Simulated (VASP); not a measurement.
**Ge: single point with LDA**

Crystal: Ge.

```xyz
1
Lattice="-1.6487 1.6487 1.6487 1.6487 -1.6487 1.6487 1.6487 1.6487 -1.6487" Properties=species:S:1:pos:R:3 pbc="T T T"
Ge    0.0000    0.0000    0.0000
```

This isn't the form of Ge at room conditions, which is diamond.

* Program: VASP 6.6.1
* Task: single point
* Functional: LDA
* Potentials or basis: VASP PAW LDA potentials, release 64 (Ge_d)
* Cutoff: 520 eV
* k mesh: 16 × 16 × 16
* Occupations: fermi-dirac, width 0.08 eV
* Spin: no spin polarisation

| Item | Value |
| --- | --- |
| Pressure | 0.2 GPa |
| Band gap on the k mesh | zero (bands 7 and 8 overlap by 12.65 eV) |

Levels at points of the mesh, in eV from the Fermi level:
| k point | band 4 | band 5 | band 6 | band 7 | band 8 | band 9 | band 10 | band 11 |
| --- | --- | --- | --- | --- | --- | --- | --- | --- |
| (0.00, 0.00, 0.00) | -24.70 | -24.70 | -13.55 | 9.59 | 9.59 | 9.59 | 15.45 | 15.45 |
| (0.50, 0.00, 0.00) | -24.71 | -24.64 | -7.54 | -5.54 | 4.56 | 6.98 | 9.92 | 10.01 |
| (0.50, 0.50, 0.50) | -24.66 | -24.66 | -2.36 | -0.48 | -0.48 | -0.48 | 4.49 | 4.49 |

Wall time 37 s on 1 thread of Intel Xeon 8259CL, on a shared host, peak memory 0.15 GiB.
